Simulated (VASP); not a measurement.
Here is a VASP 6.6.1 calculation.

Contents of INCAR:

```
SYSTEM = ZnSe
PREC = Accurate
ENCUT = 520
EDIFF = 1E-7
ISMEAR = 0
SIGMA = 0.05
LREAL = .False.
LASPH = .True.
NELM = 100
ALGO = Normal
ISIF = 2
LWAVE = .False.
LCHARG = .False.
GGA = PS
NBANDS = 26
```

The input KPOINTS:

```
regular mesh
0
Gamma
  8 8 6
  0 0 0
```

File POSCAR:

```
ZnSe
1.0
    4.1476469568      0.0000000000      0.0000000000
    0.0000000000      4.1476469568      0.0000000000
    0.0000000000      0.0000000000      5.6955264083
Zn Se
2 2
Direct
    0.0000000000      0.0000000000      0.0000000000
    0.5000000000      0.5000000000      0.0000000000
    0.0000000000      0.5000000000      0.2319924411
    0.5000000000      0.0000000000      0.7680075589
```

Potentials or basis: VASP PAW PBE potentials, release 64 (Zn, Se).

Run with:

```console
$ cat potpaw_PBE.64/Zn/POTCAR potpaw_PBE.64/Se/POTCAR > POTCAR
$ mpirun -np 1 vasp_std > vasp.out
```

Task: Predict the band gap on the k mesh.

Result: 1.13 eV, direct.

Task: What does it give for the pressure?

Result: 2.2 GPa.

Stress tensor (GPa, compression positive):
```
1.34 0.00 0.00
0.00 1.34 0.00
0.00 0.00 3.87
```

Caveat: the PAW data sets were made with another functional, which shifts forces and pressure a little. As with any semilocal functional, this PBEsol gap is likely too small.
